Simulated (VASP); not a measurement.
# SnO (P4/nmm) in VASP: notebook, part 2 of 2

VASP 6.6.1.

**3. Single point, b88 exchange, pbe correlation**

This run uses another cell than the first one, of 17.77 Å³/atom.

INCAR reads:

```
PREC = Accurate ; ENCUT = 600
EDIFF = 1E-6 ; ISMEAR = -1
SIGMA = 0.05 ; LREAL = F
LASPH = T ; NELM = 120
ALGO = Normal ; ISIF = 2
LWAVE = F ; LCHARG = F
GGA = LIBXC ; LIBXC1 = GGA_X_B88
LIBXC2 = GGA_C_PBE ; NBANDS = 28
GGA_COMPAT = F
```

KPOINTS reads:

```
Automatic mesh
0
Gamma
  7 7 6
```

POSCAR reads:

```
SnO
1.0
    3.8136952200      0.0000000000      0.0000000000
    0.0000000000      3.8136952200      0.0000000000
    0.0000000000      0.0000000000      4.8869133000
Sn O
2 2
Direct
    0.5000000000      0.0000000000      0.7646261400
    0.0000000000      0.5000000000      0.2353738600
    0.0000000000      0.0000000000      0.0000000000
    0.5000000000      0.5000000000      0.0000000000
```

Potentials or basis: VASP PAW PBE potentials, release 64 (Sn_d, O).

Started as:

```
cat potpaw_PBE.64/Sn_d/POTCAR potpaw_PBE.64/O/POTCAR > POTCAR
mpirun -np 1 vasp_std > vasp.out
```

OUTCAR:

```text
PREC = Accurate
   ENCUT = 600
   EDIFF = 1E-6
   ISMEAR = -1
   LREAL = F
   LASPH = T
   NELM = 120
   ISIF = 2
   GGA = LIBXC

 ion  position               nearest neighbor table
   1  0.500  0.000  0.765-   3 2.23   4 2.23   4 2.23   3 2.23   2 3.54   2 3.54   2 3.54   2 3.54
                             2 3.74   2 3.74   2 3.74   2 3.74
   2  0.000  0.500  0.235-   3 2.23   4 2.23   3 2.23   4 2.23   1 3.54   1 3.54   1 3.54   1 3.54
                             1 3.74   1 3.74   1 3.74   1 3.74
   3  0.000  0.000  0.000-   1 2.23   2 2.23   2 2.23   1 2.23
[... 948 lines left out ...]
  --------------------------------------------------------------------------------------
  -------------------------------------------------------------------------------------
  Total        1.6637977      1.6637977      1.2848432      0.0000000      0.0000000      0.0000000
  in kB       37.5045963     37.5045963     28.9623712      0.0000000      0.0000000      0.0000000
  external PRESSURE =      34.6571880 kB  Pullay stress =       0.0000000 kB

 VOLUME and BASIS-vectors are now :
 -----------------------------------------------------------------------------
  energy-cutoff  :      600.00
  volume of cell :       71.08
      direct lattice vectors                 reciprocal lattice vectors
     3.813695220  0.000000000  0.000000000     0.262212878  0.000000000  0.000000000
     0.000000000  3.813695220  0.000000000     0.000000000  0.262212878  0.000000000
     0.000000000  0.000000000  4.886913300     0.000000000  0.000000000  0.204628144

 POSITION                                       TOTAL-FORCE (eV/Angst)
 -----------------------------------------------------------------------------------
      1.90685      0.00000      3.73666         0.000000      0.000000     -0.418007
      0.00000      1.90685      1.15025        -0.000000      0.000000      0.418007
      0.00000      0.00000      0.00000         0.000000     -0.000000      0.000000
      1.90685      1.90685      0.00000         0.000000      0.000000      0.000000
 -----------------------------------------------------------------------------------
    total drift:                                0.000000      0.000000      0.000000

  FREE ENERGIE OF THE ION-ELECTRON SYSTEM (eV)
  ---------------------------------------------------
  free  energy   TOTEN  =       -22.1592724295 eV

  energy  without entropy=      -22.1590272744  energy(sigma->0) =      -22.15914985
```

OSZICAR:

```text
N       E                     dE             d eps       ncg     rms          rms(c)
DAV:   1     0.439738842093E+03    0.43974E+03   -0.21521E+04  2324   0.236E+03
DAV:   2     0.431535605924E+02   -0.39659E+03   -0.37959E+03  2308   0.582E+02
DAV:   3    -0.226050495857E+02   -0.65759E+02   -0.64603E+02  2556   0.189E+02
DAV:   4    -0.258495274334E+02   -0.32445E+01   -0.32271E+01  2540   0.446E+01
DAV:   5    -0.259242289245E+02   -0.74701E-01   -0.74694E-01  2468   0.741E+00    0.118E+01
DAV:   6    -0.221822942086E+02    0.37419E+01   -0.17125E+01  3588   0.450E+01    0.492E+00
DAV:   7    -0.221786205361E+02    0.36737E-02   -0.20764E+00  2676   0.871E+00    0.248E+00
DAV:   8    -0.221660033805E+02    0.12617E-01   -0.29243E-01  3004   0.376E+00    0.814E-01
DAV:   9    -0.221582260701E+02    0.77773E-02   -0.48957E-02  3480   0.229E+00    0.238E-01
DAV:  10    -0.221595264040E+02   -0.13003E-02   -0.70423E-03  2960   0.734E-01    0.134E-01
DAV:  11    -0.221592464086E+02    0.28000E-03   -0.18737E-03  3400   0.405E-01    0.232E-02
DAV:  12    -0.221592818692E+02   -0.35461E-04   -0.25201E-04  2316   0.911E-02    0.353E-02
DAV:  13    -0.221592724674E+02    0.94017E-05   -0.40094E-05  3032   0.606E-02    0.488E-03
DAV:  14    -0.221592724295E+02    0.37895E-07   -0.61746E-06  2672   0.147E-02
   1 F= -.22159272E+02 E0= -.22159150E+02  d E =-.245155E-03
```

Wall time 43 s (1 thread of AMD EPYC 9R45 (Zen 5), shared host); peak memory 0.2 GiB.

Results:

| Property | Result |
| --- | --- |
| Free energy | -22.1593 eV |
| Pressure | 3.5 GPa |
| Largest force | 0.418 eV/Å |
| Band gap on the k mesh | 0.40 eV (least direct gap 2.06 eV) |

Forces in eV/Å, atoms in the order of the input:
```
Sn   0.000  0.000 -0.418
Sn   0.000  0.000  0.418
O    0.000  0.000  0.000
O    0.000  0.000  0.000
```

Caveat: the cell stands under pressure; the PAW data sets were made with another functional, which shifts forces and pressure a little; spin-orbit coupling is left out, which moves the levels of the heavy elements; an odd mesh through Γ misses points on the zone boundary, where band edges can lie.

**4. Single point, b88 exchange, pbe correlation**

This run uses another cell than the first one, of 18.12 Å³/atom.

INCAR is that of step 3.

KPOINTS is that of step 3.

POSCAR reads:

```
SnO
1.0
    3.8389522158      0.0000000000      0.0000000000
    0.0000000000      3.8389522158      0.0000000000
    0.0000000000      0.0000000000      4.9192779074
Sn O
2 2
Direct
    0.5000000000      0.0000000000      0.7646261400
    0.0000000000      0.5000000000      0.2353738600
    0.0000000000      0.0000000000      0.0000000000
    0.5000000000      0.5000000000      0.0000000000
```

Started as:

```
cat potpaw_PBE.64/Sn_d/POTCAR potpaw_PBE.64/O/POTCAR > POTCAR
mpirun -np 1 vasp_std > vasp.out
```

Wall time 47 s (1 thread of AMD EPYC 9R45 (Zen 5), shared host); peak memory 0.21 GiB.

Results (log left out):

```
Free energy            : -22.1832 eV
Pressure               : 1.6 GPa
Largest force          : 0.144 eV/Å
Band gap on the k mesh : 0.47 eV (least direct gap 2.03 eV)
```

Forces on the atoms (eV/Å):
```
Sn   0.000  0.000 -0.144
Sn   0.000  0.000  0.144
O    0.000  0.000  0.000
O    0.000  0.000  0.000
```

Stress tensor (GPa, compression positive):
```
1.69 0.00 0.00
0.00 1.69 0.00
0.00 0.00 1.30
```

Levels at points of the mesh, in eV from the valence-band top:
| k point | band 17 | band 18 | band 19 | band 20 | band 21 | band 22 | band 23 | band 24 |
| --- | --- | --- | --- | --- | --- | --- | --- | --- |
| (0.00, 0.00, 0.00) | -3.31 | -3.02 | -3.02 | 0.00 | 2.03 | 4.31 | 4.74 | 4.74 |
| (0.00, 0.00, 0.50) | -3.24 | -3.03 | -3.03 | -2.08 | 1.73 | 3.08 | 3.08 | 3.71 |

Caveat: the PAW data sets were made with another functional, which shifts forces and pressure a little; spin-orbit coupling is left out, which moves the levels of the heavy elements; an odd mesh through Γ misses points on the zone boundary, where band edges can lie.

**5. Summary**

```tsv
cell	gap on the mesh (eV)	pressure (GPa)	largest force (eV/Å)
a = 3.788, b = 3.788, c = 4.854 Å, 4 atoms	0.33	5.6	0.71
a = 3.814, b = 3.814, c = 4.887 Å, 4 atoms	0.40	3.5	0.42
a = 3.839, b = 3.839, c = 4.919 Å, 4 atoms	0.47	1.6	0.14
```

Alike in all rows: task single point; level b88 exchange, pbe correlation; potentials or basis VASP PAW PBE potentials, release 64 (Sn_d, O); no spin polarisation; k mesh 7 × 7 × 6; cutoff (eV) 600; smearing fermi-dirac 0.05 eV.

Caveats: the PAW data sets were made with another functional, which shifts forces and pressure a little; spin-orbit coupling is left out, which moves the levels of the heavy elements; an odd mesh through Γ misses points on the zone boundary, where band edges can lie; the cell stands under pressure (at least some runs).

Total energies depend on the potentials used, so only differences within one code and one set of settings carry meaning.
